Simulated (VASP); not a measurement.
ZrAl2N3:

```
CELL_PARAMETERS angstrom
3.36225 0.00000 0.00000
-1.68112 2.91179 0.00000
0.00000 0.00000 16.14009
ATOMIC_POSITIONS crystal
Zr 0.33333 0.66667 0.00000
Zr 0.66667 0.33333 0.50000
Al 0.33333 0.66667 0.33333
Al 0.33333 0.66667 0.66667
Al 0.66667 0.33333 0.16667
Al 0.66667 0.33333 0.83333
N 0.33333 0.66667 0.12833
N 0.33333 0.66667 0.46167
N 0.33333 0.66667 0.79500
N 0.66667 0.33333 0.29500
N 0.66667 0.33333 0.62833
N 0.66667 0.33333 0.96167
```

| Quantity | Value |
| --- | --- |
| Program | VASP 6.6.1 |
| Task | relaxation of cell and atoms |
| Functional | PBE |
| Potentials or basis | VASP PAW PBE potentials, release 64 (Zr_sv, Al, N) |
| Cutoff | 600 eV |
| k mesh | 6 × 6 × 1 |
| Occupations | gaussian, width 0.1 eV |
| Spin | no spin polarisation |

At the start: pressure -4.6 GPa; volume 13.17 Å³/atom.

Question: Where does the relaxation end?

Answer: Over 10 steps the energy falls by 151.4 meV/atom and the volume is 12.32 Å³/atom (-6.5 %); space group P6_3mc (No. 186, to 0.1 Å) before and after.

The path:
```csv
step,energy change (eV),largest force (eV/Å),pressure (GPa),volume (Å³)
1,0.0000,3.2197,-4.62,158.01
2,-1.3755,1.1884,0.13,149.48
3,-1.4988,1.7316,2.89,146.43
4,-1.8067,0.3079,-0.92,148.57
5,-1.8079,0.2999,-0.73,148.44
6,-1.8143,0.1645,0.67,147.28
7,-1.8159,0.1022,0.23,147.63
8,-1.8168,0.0663,-0.18,147.91
9,-1.8169,0.0473,-0.09,147.85
10,-1.8174,0.0207,-0.01,147.80
```

Final structure:
```yaml
crystal:
  lattice:
    - [3.26360, 0.00000, 0.00000]
    - [-1.63180, 2.82636, 0.00000]
    - [0.00000, 0.00000, 16.02307]
  atoms:
    - { symbol: Zr, position: [0.33333, 0.66667, 0.00139] }
    - { symbol: Zr, position: [0.66667, 0.33333, 0.50139] }
    - { symbol: Al, position: [0.33333, 0.66667, 0.32593] }
    - { symbol: Al, position: [0.33333, 0.66667, 0.67458] }
    - { symbol: Al, position: [0.66667, 0.33333, 0.17458] }
    - { symbol: Al, position: [0.66667, 0.33333, 0.82593] }
    - { symbol: N, position: [0.33333, 0.66667, 0.14225] }
    - { symbol: N, position: [0.33333, 0.66667, 0.44587] }
    - { symbol: N, position: [0.33333, 0.66667, 0.79498] }
    - { symbol: N, position: [0.66667, 0.33333, 0.29498] }
    - { symbol: N, position: [0.66667, 0.33333, 0.64225] }
    - { symbol: N, position: [0.66667, 0.33333, 0.94587] }
```

Caveat: the k points lie up to 0.39 Å⁻¹ apart in the final cell, too coarse for converged energies and pressures of a metal.
